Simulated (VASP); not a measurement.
Crystal: Hf4Te.

```
CELL_PARAMETERS angstrom
-3.06840 3.06840 3.06840
3.06840 -3.06840 3.06840
3.06840 3.06840 -3.06840
ATOMIC_POSITIONS crystal
Hf 0.00000 0.00000 0.50000
Hf 0.00000 0.50000 0.00000
Hf 0.50000 0.00000 0.00000
Hf 0.50000 0.50000 0.50000
Te 0.00000 0.00000 0.00000
```

```yaml
Program: VASP 6.6.1
Task: relaxation of cell and atoms
Functional: PBE
Potentials_or_basis: VASP PAW PBE potentials, release 64 (Hf_pv, Te)
Cutoff: 600 eV
k_mesh: 4 × 4 × 4
Occupations: gaussian, width 0.1 eV
Spin: no spin polarisation
```

At the start: pressure 17.7 GPa; volume 23.11 Å³/atom.

Q: Where does the relaxation end?

A: Over 4 steps the energy falls by 182.0 meV/atom and the volume is 26.88 Å³/atom (+16.3 %); space group Im-3m (No. 229, to 0.05 Å).

Step by step:
```csv
step,energy change (eV),largest force (eV/Å),pressure (GPa),volume (Å³)
1,0.0000,0.0000,17.69,115.56
2,0.3357,0.0000,-11.39,163.69
3,-0.9086,0.0000,-0.53,135.09
4,-0.9099,0.0000,-0.09,134.40
```

Final structure:
```cif
data_structure
_symmetry_space_group_name_H-M 'P 1'
_symmetry_Int_Tables_number 1
_cell_length_a 5.5891
_cell_length_b 5.5891
_cell_length_c 5.5891
_cell_angle_alpha 109.471
_cell_angle_beta 109.471
_cell_angle_gamma 109.471
_cell_volume 134.40
loop_
_atom_site_label
_atom_site_type_symbol
_atom_site_fract_x
_atom_site_fract_y
_atom_site_fract_z
_atom_site_occupancy
Hf1 Hf 0.00000 0.00000 0.50000 1
Hf2 Hf 0.00000 0.50000 0.00000 1
Hf3 Hf 0.50000 0.00000 0.00000 1
Hf4 Hf 0.50000 0.50000 0.50000 1
Te1 Te 0.00000 0.00000 0.00000 1
```

Caveat: the k points lie up to 0.34 Å⁻¹ apart in the final cell; the volume moved by over 15 % at a fixed basis, so the end points are rough.
